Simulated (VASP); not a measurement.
# Al32O (a cell with a defect) in VASP: single point with PBE

Aim: the single point of Al32O (a cell with a defect) with PBE.

Everything below comes from runs of VASP 6.6.1. Logs are shortened: lines on timing, memory, paths and dates and some standing lists are left out, and cuts for length are marked.

## (1) The cell of the first run

The cell holds a defect, 33 atoms: a = 8.100 Å, b = 8.100 Å, c = 8.100 Å, α = 90.00°, β = 90.00°, γ = 90.00°.

## (2) Single point, PBE

The input, INCAR:

```
SYSTEM = Al32O
PREC     = Accurate       ! precision mode
ENCUT    = 520            ! plane-wave cutoff, eV
EDIFF    = 1E-6           ! SCF threshold, eV
ISMEAR   = -1             ! smearing method
SIGMA    = 0.05           ! smearing width, eV
LREAL    = Auto         
LASPH    = .True.         ! aspherical terms in the spheres
NELM     = 60             ! most SCF steps
ALGO     = Normal         ! electronic algorithm
ISIF     = 2              ! what is computed and relaxed
LWAVE    = .False.        ! write WAVECAR
LCHARG   = .False.        ! write CHGCAR
GGA      = PE             ! functional
NBANDS   = 73             ! bands
```

The input, KPOINTS:

```
Automatic mesh
0
Gamma
  3 3 3
  0 0 0
```

The input, POSCAR:

```
Al32O
1.0
    8.1000000000      0.0000000000      0.0000000000
    0.0000000000      8.1000000000      0.0000000000
    0.0000000000      0.0000000000      8.1000000000
Al O
32 1
Direct
    0.4962393827     -0.0039288889      0.0123413580
    0.7424401235      0.2530065432      0.0030341975
    0.7495338272     -0.0042271605      0.2494322222
   -0.0037212346      0.0010113580      0.0033250617
    0.2500976543      0.2529551852      0.0030561728
    0.4962544444      0.5065104938      0.0244116049
    0.7484711111      0.7488319753      0.0025053086
    0.2429544444     -0.0042209877      0.2494535802
    0.4962180247      0.2437987654      0.2545849383
    0.7572912346      0.4982520988      0.2532640741
    0.4962148148      0.0008738272      0.4973950617
    0.7634385185      0.2402983951      0.4939906173
    0.7573432099     -0.0004440741      0.7519233333
   -0.0037162963      0.4998151852     -0.0015828395
    0.2440627160      0.7489471605      0.0025996296
   -0.0037420988      0.2476329630      0.2441569136
    0.2352887654      0.4982435802      0.2533859259
    0.4962401235      0.7586514815      0.2497081481
   -0.0037351852     -0.0095102469      0.5012927160
    0.2288487654      0.2401996296      0.4938558025
    0.4964337037      0.5048420988      0.4650055556
    0.7424414815      0.7493496296      0.5066801235
    0.2352771605     -0.0002877778      0.7518924691
    0.4964713580      0.2112177778      0.7584365432
    0.7317725926      0.5005597531      0.7542417284
   -0.0037304938      0.7496650617      0.2546764198
   -0.0037097531      0.5006291358      0.5073680247
    0.2500792593      0.7493697531      0.5066377778
   -0.0036920988      0.2537180247      0.7543080247
    0.2608523457      0.5005201235      0.7542129630
    0.4962670370      0.7707549383      0.7601640741
   -0.0037060494      0.7447113580      0.7534772840
    0.4960579012      0.4214148148      0.6751467901
```

Potentials or basis: VASP PAW PBE potentials, release 64 (Al, O).

The run is started by

```bash
$ cat potpaw_PBE.64/Al/POTCAR potpaw_PBE.64/O/POTCAR > POTCAR
$ mpirun -np 1 vasp_std > vasp.out
```

OUTCAR:

```text
SYSTEM = Al32O
   PREC = Accurate
   ENCUT = 520
   EDIFF = 1E-6
   ISMEAR = -1
   LREAL = Auto
   LASPH = .True.
   NELM = 60
   ISIF = 2
   GGA = PE

 ion  position               nearest neighbor table
   1  0.496  0.996  0.012-  24 2.70  18 2.72  31 2.74   9 2.81   3 2.81   8 2.81  15 2.86   7 2.86
                             5 2.88   2 2.88  23 2.99  13 2.99
   2  0.742  0.253  0.003-  24 2.83  16 2.84  10 2.84  25 2.84   9 2.85   6 2.87  14 2.87  29 2.88
                             1 2.88   3 2.89  13 2.89   4 2.90
   3  0.750  0.996  0.249-  12 2.80   1 2.81  18 2.81  26 2.82   4 2.82   7 2.83  16 2.86  19 2.86
                            11 2.87   9 2.87   2 2.89  22 2.89
   4  0.996  0.001  0.003-  16 2.79  13 2.81  23 2.81   8 2.82   3 2.82  15 2.86   7 2.86  29 2.87
                            26 2.88   5 2.90   2 2.90  32 2.90
   5  0.250  0.253  0.003-  24 2.83  16 2.84  17 2.84  30 2.84   9 2.85   6 2.87  14 2.87  29 2.88
                             1 2.88   8 2.89  23 2.89   4 2.90
   6  0.496  0.507  0.024-  18 2.74  10 2.81  17 2.81   9 2.83   7 2.84  15 2.84   2 2.87   5 2.87
                            30 2.90  25 2.90  31 3.03  24 3.22
   7  0.748  0.749  0.003-   3 2.83   6 2.84  31 2.84  14 2.85  32 2.85  25 2.85  18 2.86   1 2.86
                            26 2.86   4 2.86  13 2.87  10 2.87
   8  0.243  0.996  0.249-  20 2.80   1 2.81  18 2.81  26 2.82   4 2.82  15 2.83  19 2.86  16 2.86
                            11 2.87   9 2.87   5 2.89  28 2.89
   9  0.496  0.244  0.255-  21 2.72  11 2.78   1 2.81   6 2.83   5 2.85   2 2.85   8 2.87   3 2.87
[... 32 lines left out ...]
                            29 2.93  27 2.93  12 2.99  21 3.02  24 3.02
  26  0.996  0.750  0.255-  19 2.79  10 2.81  17 2.81   8 2.82   3 2.82  15 2.86   7 2.86  27 2.87
                             4 2.88  28 2.90  22 2.90  14 2.90
  27  0.996  0.501  0.507-  32 2.81  17 2.82  10 2.83  29 2.83  20 2.83  12 2.83  26 2.87  28 2.88
                            22 2.88  25 2.93  30 2.93  16 2.96
  28  0.250  0.749  0.507-  21 2.83  19 2.84  23 2.84  30 2.84  11 2.85  31 2.87  32 2.87  27 2.88
                            18 2.88   8 2.89  17 2.89  26 2.90
  29  0.996  0.254  0.754-  14 2.81  23 2.82  13 2.83  27 2.83  20 2.83  12 2.83   4 2.87   5 2.88
                             2 2.88  30 2.93  25 2.93  19 2.96
  30  0.261  0.501  0.754-  33 2.11   5 2.84  28 2.84  15 2.85   6 2.90  31 2.90  32 2.92  14 2.92
                            29 2.93  27 2.93  20 2.99  21 3.02  24 3.02
  31  0.496  0.771  0.760-   1 2.74  13 2.81  23 2.81  11 2.83   7 2.84  15 2.84  22 2.87  28 2.87
                            30 2.90  25 2.90   6 3.03  21 3.22
  32  0.996  0.745  0.753-  14 2.81  27 2.81  13 2.83  23 2.83   7 2.85  15 2.85  19 2.85  28 2.87
                            22 2.87   4 2.90  25 2.92  30 2.92
  33  0.496  0.421  0.675-  21 1.83  24 1.83  30 2.11  25 2.11

  LATTYP: Found a simple cubic cell.
 ALAT       =     8.1000000000

  Lattice vectors:

 A1 = (   8.1000000000,   0.0000000000,   0.0000000000)
 A2 = (   0.0000000000,   8.1000000000,   0.0000000000)
 A3 = (   0.0000000000,   0.0000000000,   8.1000000000)

Analysis of symmetry for initial positions (statically):
=====================================================================
 Subroutine PRICEL returns:
 Original cell was already a primitive cell.

 Routine SETGRP: Setting up the symmetry group for a
 simple cubic supercell.

 Subroutine GETGRP returns: Found  1 space group operations
 (whereof  1 operations were pure point group operations)
 out of a pool of 48 trial point group operations.

The static configuration has the point symmetry C_1 .

Analysis of symmetry for dynamics (positions and initial velocities):
=====================================================================
 Subroutine PRICEL returns:
 Original cell was already a primitive cell.

 Routine SETGRP: Setting up the symmetry group for a
 simple cubic supercell.

 Subroutine GETGRP returns: Found  1 space group operations
 (whereof  1 operations were pure point group operations)
 out of a pool of 48 trial point group operations.

The dynamic configuration has the point symmetry C_1 .

 Subroutine INISYM returns: Found  1 space group operations
 (whereof  1 operations are pure point group operations),
 and found     1 'primitive' translations

----------------------------------------------------------------------------------------

                                     Primitive cell

  volume of cell :     531.4410

  direct lattice vectors                    reciprocal lattice vectors
     8.100000000  0.000000000  0.000000000     0.123456790  0.000000000  0.000000000
     0.000000000  8.100000000  0.000000000     0.000000000  0.123456790  0.000000000
     0.000000000  0.000000000  8.100000000     0.000000000  0.000000000  0.123456790

  length of vectors
     8.100000000  8.100000000  8.100000000     0.123456790  0.123456790  0.123456790

  position of ions in fractional coordinates (direct lattice)
     0.496239383  0.996071111  0.012341358
     0.742440124  0.253006543  0.003034197
[... 80 lines left out ...]
     0.000000000  0.041152263  0.000000000     0.000000000  0.333333333  0.000000000
     0.000000000  0.000000000  0.041152263     0.000000000  0.000000000  0.333333333

  Length of vectors
     0.041152263  0.041152263  0.041152263

  Shift w.r.t. Gamma in fractional coordinates (k-lattice)
     0.000000000  0.000000000  0.000000000

 Subroutine IBZKPT returns following result:
 ===========================================

 Found     14 irreducible k-points:

 Following reciprocal coordinates:
            Coordinates               Weight
  0.000000  0.000000  0.000000      1.000000
  0.333333  0.000000  0.000000      2.000000
  0.000000  0.333333  0.000000      2.000000
  0.000000  0.000000  0.333333      2.000000
  0.333333  0.333333  0.000000      2.000000
  0.000000  0.333333  0.333333      2.000000
  0.333333  0.000000  0.333333      2.000000
 -0.333333  0.333333  0.000000      2.000000
 -0.333333  0.000000  0.333333      2.000000
  0.000000 -0.333333  0.333333      2.000000
  0.333333  0.333333  0.333333      2.000000
 -0.333333  0.333333  0.333333      2.000000
 -0.333333 -0.333333  0.333333      2.000000
  0.333333 -0.333333  0.333333      2.000000
   k-points           NKPTS =     14   k-points in BZ     NKDIM =     14   number of bands    NBANDS=     73
   number of dos      NEDOS =    301   number of ions     NIONS =     33
   total plane-waves  NPLWV = 216000
   dimension x,y,z NGX =    60 NGY =   60 NGZ =   60
   dimension x,y,z NGXF=   120 NGYF=  120 NGZF=  120
   ions per type =              32   1
   NGX,Y,Z   is equivalent  to a cutoff of  12.31, 12.31, 12.31 a.u.
   NGXF,Y,Z  is equivalent  to a cutoff of  24.63, 24.63, 24.63 a.u.
 SYSTEM =  Al32O
   PREC   = accura    normal or accurate (medium, high low for compatibility)
   ISTART =      0    job   : 0-new  1-cont  2-samecut
   ICHARG =      2    charge: 1-file 2-atom 10-const
   ISPIN  =      1    spin polarized calculation?
   LNONCOLLINEAR =      F non collinear calculations
   LSORBIT =      F    spin-orbit coupling
   LASPH  =      T    aspherical Exc in radial PAW
   ENCUT  =  520.0 eV  38.22 Ry    6.18 a.u.  15.06 15.06 15.06*2*pi/ulx,y,z
   NELM   =     60;   NELMIN=  2; NELMDL= -5     # of ELM steps
   EDIFF  = 0.1E-05   stopping-criterion for ELM
   LREAL  =      T    real-space projection
   EDIFFG = 0.1E-04   stopping-criterion for IOM
   NSW    =      0    number of steps for IOM
   IBRION =     -1    ionic relax: 0-MD 1-quasi-New 2-CG
   NFREE  =      0    steps in history (QN), initial steepest desc. (CG)
   ISIF   =      2    stress and relaxation
   ISYM   =      2    0-nonsym 1-usesym 2-fastsym
   POTIM  = 0.5000    time-step for ionic-motion
   TEBEG  =    0.0;   TEEND  =   0.0 temperature during run
   PSTRESS=    0.0 pullay stress
   NELECT =     102.0000    total number of electrons
   NUPDOWN=      -1.0000    fix difference up-down
   EMIN   =  10.00;   EMAX   =-10.00  energy-range for DOS
   EFERMI =   0.00;   METHOD = LEGACY
   ISMEAR =    -1;   SIGMA  =   0.05  broadening in eV -4-tet -1-fermi 0-gaus
   EFERMI_NEDOS =   21; number of points for ismear=-14 and -15
   IALGO  =     38    algorithm
   IMIX   =      4    mixing-type and parameters
     AMIX     =   0.40;   BMIX     =  1.00
     AMIX_MAG =   1.60;   BMIX_MAG =  1.00
  volume/ion in A,a.u.               =      16.10       108.68
  Fermi-wavevector in a.u.,A,eV,Ry     =   0.944329  1.784523 12.133087  0.891757
  Thomas-Fermi vector in A             =   2.072123
   LORBIT       =      0    0 simple, 1 ext, 2 COOP (PROOUT), +10 PAW based schemes
   GGA     = PE    functional components
   LHFCALC =     F    Hartree Fock is set to
   AEXX    =    0.0000 exact exchange contribution
   IVDW    =     0    specifies the selected vdW correction
   LEPSILON=     F    determine dielectric tensor
   LRPA    =     F    only Hartree local field effects (RPA)
 non-spin polarized calculation
  energy-cutoff  :      520.00
  volume of cell :      531.44
 maximum number of plane-waves:     14358
   NGX = 31   NGY = 31   NGZ = 31

 number of electron     102.0000002 magnetization

 Free energy of the ion-electron system (eV)
  ---------------------------------------------------
  ext. energy  EPLUGINS =         0.00000000
  ---------------------------------------------------
  free energy    TOTEN  =      -127.84294189 eV

  energy without entropy =     -127.75800787  energy(sigma->0) =     -127.80047488

 E-fermi :   7.9783     XC(G=0): -10.2358

 val. band max:        7.9758780904   @ k =   0.0000   0.3333   0.0000
 cond. band min:       7.9792256039   @ k =  -0.3333   0.3333   0.0000
 fundamental gap:      0.0033475135
 Fermi energy:         7.9782535706

 k-point     1 :       0.0000    0.0000    0.0000
  band No.  band energies     occupation
      1     -12.8343      2.00000
      2      -2.9747      2.00000
      3      -1.2083      2.00000
      4      -1.0431      2.00000
      5      -0.9778      2.00000
      6      -0.8972      2.00000
[... 913 lines left out ...]
     62       9.8015      0.00000
     63       9.8564      0.00000
 [bands above 63 left out]

------------------------ aborting loop because EDIFF is reached ----------------------------------------

  FORCE on cell =-STRESS in cart. coord.  units (eV):
  Direction    XX          YY          ZZ          XY          YZ          ZX
  --------------------------------------------------------------------------------------
  -------------------------------------------------------------------------------------
  Total        2.2909535      4.9194382      4.9361706      0.0120607      0.7052625      0.0045836
  in kB        6.9067191     14.8310205     14.8814649      0.0363602      2.1262109      0.0138185
  external PRESSURE =      12.2064015 kB  Pullay stress =       0.0000000 kB

 VOLUME and BASIS-vectors are now :
 -----------------------------------------------------------------------------
  energy-cutoff  :      520.00
  volume of cell :      531.44
      direct lattice vectors                 reciprocal lattice vectors
     8.100000000  0.000000000  0.000000000     0.123456790  0.000000000  0.000000000
     0.000000000  8.100000000  0.000000000     0.000000000  0.123456790  0.000000000
     0.000000000  0.000000000  8.100000000     0.000000000  0.000000000  0.123456790

 POSITION                                       TOTAL-FORCE (eV/Angst)
 -----------------------------------------------------------------------------------
      4.01954      8.06818      0.09996         0.002393      0.002073      0.000798
      6.01377      2.04935      0.02458         0.002873     -0.002246     -0.001354
      6.07122      8.06576      2.02040        -0.000146     -0.000037     -0.000106
      8.06986      0.00819      0.02693        -0.002671      0.000548      0.001009
      2.02579      2.04894      0.02475        -0.000318      0.003240      0.002166
      4.01966      4.10273      0.19773         0.002873     -0.000485     -0.004723
[... 25 lines left out ...]
      8.06998      6.03216      6.10317         0.002791      0.002012     -0.001894
      4.01807      3.41346      5.46869        -0.010757      0.003001      0.000805
 -----------------------------------------------------------------------------------
    total drift:                                0.020340     -0.010106      0.012536

  FREE ENERGIE OF THE ION-ELECTRON SYSTEM (eV)
  ---------------------------------------------------
  free  energy   TOTEN  =      -127.8429418938 eV

  energy  without entropy=     -127.7580078715  energy(sigma->0) =     -127.80047488
```

Wall time 28 min (1 thread of Intel Xeon 8259CL, shared host); peak memory 0.67 GiB.

Results:

| Property | Result |
| --- | --- |
| Free energy | -127.8429 eV |
| Pressure | 1.2 GPa |
| Largest force | 0.011 eV/Å |
| Band gap on the k mesh | zero (bands 51 and 52 overlap by 0.17 eV) |

Forces on the atoms (eV/Å):
```
Al   0.002  0.002  0.001
Al   0.003 -0.002 -0.001
Al   0.000  0.000  0.000
Al  -0.003  0.001  0.001
Al   0.000  0.003  0.002
Al   0.003  0.000 -0.005
Al  -0.004  0.000  0.005
Al   0.002 -0.002  0.000
Al   0.002  0.001 -0.003
Al  -0.003  0.002  0.000
Al   0.000  0.000 -0.003
Al   0.009 -0.003 -0.002
Al  -0.001  0.001  0.000
Al  -0.003  0.001 -0.002
Al   0.001 -0.001 -0.001
Al  -0.003  0.003 -0.001
Al   0.003  0.000  0.000
Al   0.000  0.000  0.001
Al  -0.003 -0.002 -0.001
Al   0.006  0.000  0.003
Al  -0.004  0.001 -0.002
Al  -0.001  0.003  0.001
Al   0.004 -0.002  0.003
Al  -0.002 -0.001  0.003
Al   0.000 -0.001  0.000
Al  -0.003  0.001 -0.001
Al  -0.001  0.001 -0.002
Al   0.000 -0.002  0.002
Al   0.000 -0.003 -0.001
Al   0.002  0.000  0.001
Al   0.000 -0.005  0.002
Al   0.003  0.002 -0.002
O   -0.011  0.003  0.001
```

Stress tensor (GPa, compression positive):
```
0.69 0.00 0.00
0.00 1.48 0.21
0.00 0.21 1.49
```

Levels at points of the mesh, in eV from the Fermi level:
```
           k point  band 48  band 49  band 50  band 51  band 52  band 53  band 54  band 55
(0.00, 0.00, 0.00)    -0.07     0.03     0.06     0.08     0.26     0.26     0.40     0.97
```
